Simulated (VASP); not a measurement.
# Na3TeF (Pm-3m) in VASP: a series of runs, part 2 of 2

VASP 6.6.1. Earlier steps stand in the parts before.

**3. Vibrations by perturbation theory, PBE**

This run uses another cell than the first one, of 21.84 Å³/atom.

INCAR

```
ALGO     = Normal         # electronic algorithm
EDIFF    = 1E-8           # SCF threshold, eV
ENCUT    = 520            # plane-wave cutoff, eV
GGA      = PE             # functional
IBRION   = 8              # ionic algorithm
ISIF     = 2              # what is computed and relaxed
ISMEAR   = 0              # smearing method
LASPH    = T              # aspherical terms in the spheres
LCHARG   = F              # write CHGCAR
LEPSILON = T              # dielectric tensor by DFPT
LREAL    = F              # projectors in reciprocal space
LWAVE    = F              # write WAVECAR
NELM     = 60             # most SCF steps
NSW      = 1              # ionic steps
PREC     = Accurate       # precision mode
SIGMA    = 0.01           # smearing width, eV
```

KPOINTS

```
k-points
0
Gamma
  6 6 6
```

POSCAR

```
Na3TeF
1.0
    4.7796000000      0.0000000000      0.0000000000
    0.0000000000      4.7796000000      0.0000000000
    0.0000000000      0.0000000000      4.7796000000
Te F Na
1 1 3
Direct
    0.0000000000      0.0000000000      0.0000000000
    0.5000000000      0.5000000000      0.5000000000
    0.5000000000      0.5000000000      0.0000000000
    0.5000000000      0.0000000000      0.5000000000
    0.0000000000      0.5000000000      0.5000000000
```

Potentials or basis: VASP PAW PBE potentials, release 64 (Te, F, Na_pv).

The run is started by

```bash
cat potpaw_PBE.64/Te/POTCAR potpaw_PBE.64/F/POTCAR potpaw_PBE.64/Na_pv/POTCAR > POTCAR
mpirun -np 1 vasp_std > vasp.out
```

OUTCAR:

```text
EDIFF = 1E-8
   ENCUT = 520
   GGA = PE
   IBRION = 8
   ISIF = 2
   ISMEAR = 0
   LASPH = T
   LEPSILON = T
   LREAL = F
   NELM = 60
   NSW = 1
   PREC = Accurate

 ion  position               nearest neighbor table
   1  0.000  0.000  0.000-
   2  0.500  0.500  0.500-
   3  0.500  0.500  0.000-
   4  0.500  0.000  0.500-
   5  0.000  0.500  0.500-

  LATTYP: Found a simple cubic cell.
 ALAT       =     4.7796000000

  Lattice vectors:

 A1 = (   4.7796000000,   0.0000000000,   0.0000000000)
 A2 = (   0.0000000000,   4.7796000000,   0.0000000000)
 A3 = (   0.0000000000,   0.0000000000,   4.7796000000)

Analysis of symmetry for initial positions (statically):
=====================================================================
 Subroutine PRICEL returns:
 Original cell was already a primitive cell.

 Routine SETGRP: Setting up the symmetry group for a
 simple cubic supercell.

 Subroutine GETGRP returns: Found 48 space group operations
 (whereof 48 operations were pure point group operations)
 out of a pool of 48 trial point group operations.

The static configuration has the point symmetry O_h .

Analysis of symmetry for dynamics (positions and initial velocities):
=====================================================================
 Subroutine PRICEL returns:
 Original cell was already a primitive cell.

 Routine SETGRP: Setting up the symmetry group for a
 simple cubic supercell.

 Subroutine GETGRP returns: Found 48 space group operations
 (whereof 48 operations were pure point group operations)
 out of a pool of 48 trial point group operations.

The dynamic configuration has the point symmetry O_h .

 Subroutine INISYM returns: Found 48 space group operations
 (whereof 48 operations are pure point group operations),
 and found     1 'primitive' translations

----------------------------------------------------------------------------------------

                                     Primitive cell

  volume of cell :     109.1879

[... 727 lines left out ...]
 PIEZOELECTRIC TENSOR (including local field effects)  for field in x, y, z        (C/m^2)
          XX          YY          ZZ          XY          YZ          ZX
  --------------------------------------------------------------------------------
  x     0.00000     0.00000     0.00000     0.00000     0.00000     0.00000
  y     0.00000     0.00000     0.00000     0.00000     0.00000     0.00000
  z     0.00000     0.00000     0.00000     0.00000     0.00000     0.00000

 BORN EFFECTIVE CHARGES (including local field effects) (in |e|, cummulative output)
 ---------------------------------------------------------------------------------
 ion    1
    1    -2.02681     0.00000    -0.00000
    2    -0.00000    -2.02681     0.00000
    3    -0.00000    -0.00000    -2.02681
 ion    2
    1    -1.47774     0.00000     0.00000
    2     0.00000    -1.47774     0.00000
    3     0.00000     0.00000    -1.47774
 ion    3
    1     1.36229    -0.00000    -0.00000
    2    -0.00000     1.36229     0.00000
    3     0.00000     0.00000     0.77998
 ion    4
    1     1.36229    -0.00000     0.00000
    2     0.00000     0.77998     0.00000
    3     0.00000     0.00000     1.36229
 ion    5
    1     0.77998     0.00000    -0.00000
    2     0.00000     1.36229     0.00000
    3     0.00000     0.00000     1.36229

 INTERNAL STRAIN TENSOR FOR ION    5 for displacements in x,y,z  (eV/Angst):
          X           Y           Z          XY          YZ          ZX
  --------------------------------------------------------------------------------
  x     0.00000     0.00000     0.00000     0.00000     0.00000     0.00000
  y     0.00000     0.00000     0.00000     0.00000     0.00000     0.00000
  z     0.00000     0.00000     0.00000     0.00000     0.00000     0.00000

 SECOND DERIVATIVES (NOT SYMMETRIZED)
 ------------------------------------
               1X          1Y          1Z          2X          2Y          2Z          3X          3Y          3Z          4X          4Y          4Z          5X          5Y          5Z
  1X    -1.831867   -0.000000   -0.000000    0.831356   -0.000000    0.000000    0.324933    0.000000   -0.000000    0.324933    0.000000    0.000000    0.350644   -0.000000    0.000000
  1Y    -0.000000   -1.831867   -0.000000    0.000000    0.831356   -0.000000    0.000000    0.324933    0.000000    0.000000    0.350644    0.000000    0.000000    0.324933    0.000000
  1Z    -0.000000   -0.000000   -1.831867   -0.000000   -0.000000    0.831356    0.000000    0.000000    0.350644    0.000000    0.000000    0.324933    0.000000    0.000000    0.324933
  2X     0.837101   -0.000000    0.000000   -2.478842    0.000000    0.000000    0.387802    0.000000    0.000000    0.387802   -0.000000    0.000000    0.866139    0.000000   -0.000000
  2Y    -0.000000    0.837101    0.000000    0.000000   -2.478842    0.000000    0.000000    0.387802    0.000000    0.000000    0.866139    0.000000    0.000000    0.387802   -0.000000
  2Z     0.000000   -0.000000    0.837101    0.000000    0.000000   -2.478842    0.000000    0.000000    0.866139   -0.000000    0.000000    0.387802    0.000000    0.000000    0.387802
  3X     0.324208    0.000000    0.000000    0.384504    0.000000    0.000000   -1.204661    0.000000    0.000000   -0.181485    0.000000    0.000000    0.677435    0.000000    0.000000
  3Y     0.000000    0.324208    0.000000    0.000000    0.384504    0.000000    0.000000   -1.204661    0.000000    0.000000    0.677435    0.000000    0.000000   -0.181485    0.000000
  3Z    -0.000000   -0.000000    0.351070    0.000000    0.000000    0.863130   -0.000000    0.000000   -2.571748    0.000000   -0.000000    0.678774   -0.000000    0.000000    0.678774
  4X     0.324208    0.000000    0.000000    0.384504    0.000000    0.000000   -0.181485    0.000000    0.000000   -1.204661    0.000000    0.000000    0.677435    0.000000    0.000000
  4Y     0.000000    0.351070   -0.000000    0.000000    0.863130    0.000000   -0.000000    0.678774   -0.000000    0.000000   -2.571748   -0.000000   -0.000000    0.678774    0.000000
  4Z     0.000000    0.000000    0.324208    0.000000    0.000000    0.384504    0.000000    0.000000    0.677435    0.000000    0.000000   -1.204661    0.000000    0.000000   -0.181485
  5X     0.351070    0.000000   -0.000000    0.863130    0.000000    0.000000    0.678774   -0.000000   -0.000000    0.678774   -0.000000    0.000000   -2.571748    0.000000    0.000000
  5Y     0.000000    0.324208    0.000000    0.000000    0.384504    0.000000    0.000000   -0.181485    0.000000    0.000000    0.677435    0.000000    0.000000   -1.204661    0.000000
  5Z     0.000000    0.000000    0.324208    0.000000    0.000000    0.384504    0.000000    0.000000    0.677435    0.000000    0.000000   -0.181485    0.000000    0.000000   -1.204661

 Eigenvectors and eigenvalues of the dynamical matrix
 ----------------------------------------------------

   1 f  =    6.341891 THz    39.847275 2PiTHz  211.542705 cm-1    26.227941 meV
             X         Y         Z           dx          dy          dz
      0.000000  0.000000  0.000000    -0.000000   -0.000000    0.061789
      2.389800  2.389800  2.389800     0.000000   -0.000000   -0.757855
      2.389800  2.389800  0.000000     0.000000    0.000000    0.645345
      2.389800  0.000000  2.389800     0.000000   -0.000000   -0.051808
      0.000000  2.389800  2.389800    -0.000000    0.000000   -0.051808
[... 105 lines left out ...]
  15 f/i=    0.005614 THz     0.035273 2PiTHz    0.187260 cm-1     0.023217 meV
             X         Y         Z           dx          dy          dz
      0.000000  0.000000  0.000000     0.602790   -0.026222    0.477600
      2.389800  2.389800  2.389800     0.231871   -0.010087    0.183715
      2.389800  2.389800  0.000000     0.256054   -0.011139    0.202589
      2.389800  0.000000  2.389800     0.256054   -0.011123    0.202876
      0.000000  2.389800  2.389800     0.255693   -0.011139    0.202876

--------------------------------------------------------------------------------------------------------

 MACROSCOPIC STATIC DIELECTRIC TENSOR IONIC CONTRIBUTION
 ------------------------------------------------------
           8.784166     0.000000     0.000000
           0.000000     8.784166    -0.000000
           0.000000    -0.000000     8.784166
 ------------------------------------------------------

 ELASTIC MODULI CONTR FROM IONIC RELAXATION (kBar)
 Direction    XX          YY          ZZ          XY          YZ          ZX
 --------------------------------------------------------------------------------
 XX           0.0000      0.0000      0.0000      0.0000      0.0000      0.0000
 YY           0.0000      0.0000      0.0000      0.0000      0.0000      0.0000
 ZZ           0.0000      0.0000      0.0000      0.0000      0.0000      0.0000
 XY           0.0000      0.0000      0.0000      0.0000      0.0000      0.0000
 YZ           0.0000      0.0000      0.0000      0.0000      0.0000      0.0000
 ZX           0.0000      0.0000      0.0000      0.0000      0.0000      0.0000
 --------------------------------------------------------------------------------

 PIEZOELECTRIC TENSOR IONIC CONTR  for field in x, y, z        (C/m^2)
          XX          YY          ZZ          XY          YZ          ZX
  --------------------------------------------------------------------------------
  x     0.00000     0.00000     0.00000     0.00000     0.00000     0.00000
  y     0.00000     0.00000     0.00000     0.00000     0.00000     0.00000
  z     0.00000     0.00000     0.00000     0.00000     0.00000     0.00000
```

It took 22 min on 1 thread of Intel Xeon 8259CL, shared host; peak memory 0.55 GiB.

Results:

```yaml
Electronic_dielectric_tensor_diagonal: 4.22
Born_charges_mean_of_the_diagonal: Te -2.03; F -1.48; Na +1.17 e
Highest_phonon_frequency_at_Γ_LO-TO_splitting_left_out: 212 cm⁻¹
```

Phonon frequencies in cm⁻¹ (negative: imaginary):
| q point | frequencies |
| --- | --- |
| (0.000, 0.000, 0.000) | 0 0 0 95 95 95 110 110 110 180 180 180 212 212 212 |

Electronic dielectric tensor:
```
4.22 0.00 0.00
0.00 4.22 0.00
0.00 0.00 4.22
```

Born effective charge tensors (e):
atom 1, Te
```
-2.03  0.00  0.00
 0.00 -2.03  0.00
 0.00  0.00 -2.03
```
atom 2, F
```
-1.48  0.00  0.00
 0.00 -1.48  0.00
 0.00  0.00 -1.48
```
atom 3, Na
```
1.36 0.00 0.00
0.00 1.36 0.00
0.00 0.00 0.78
```
atom 4, Na
```
1.36 0.00 0.00
0.00 0.78 0.00
0.00 0.00 1.36
```
atom 5, Na
```
0.78 0.00 0.00
0.00 1.36 0.00
0.00 0.00 1.36
```

Caveat: spin-orbit coupling is left out, which moves the levels of the heavy elements.
